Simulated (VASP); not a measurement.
Runs of VASP 6.6.1 on Co. The structure is that of space group P6_3/mmc (No. 194), or close to it. The cells are those of the table. 

```tsv
fixed moment (μB)	cell	pressure (GPa)	moment (μB)
1.65	a = 2.429, b = 2.429, c = 3.918 Å, angles 90.0, 90.0, 120.0°, 2 atoms	-8.8	1.65
3.3	a = 2.557, b = 2.557, c = 4.124 Å, angles 90.0, 90.0, 120.0°, 2 atoms	-28.5	3.30
3.85	a = 2.286, b = 2.286, c = 3.687 Å, angles 90.0, 90.0, 120.0°, 2 atoms	(b)	3.85
3.3	a = 2.616, b = 2.616, c = 4.220 Å, angles 90.0, 90.0, 120.0°, 2 atoms	(a)	3.30
0.55	a = 2.286, b = 2.286, c = 3.687 Å, angles 90.0, 90.0, 120.0°, 2 atoms	61.1	0.55
```

Alike in all rows: task single point; level LDA; potentials or basis VASP PAW LDA potentials, release 64 (Co); spin collinear, ferromagnetic start; k mesh 24 × 24 × 12; cutoff (eV) 520; smearing gaussian 0.15 eV.

Question: Estimate the missing entries.

Answer: (a) -35.7; (b) 94.0.

Caveats: the total moment is fixed, so each spin has its own Fermi level.
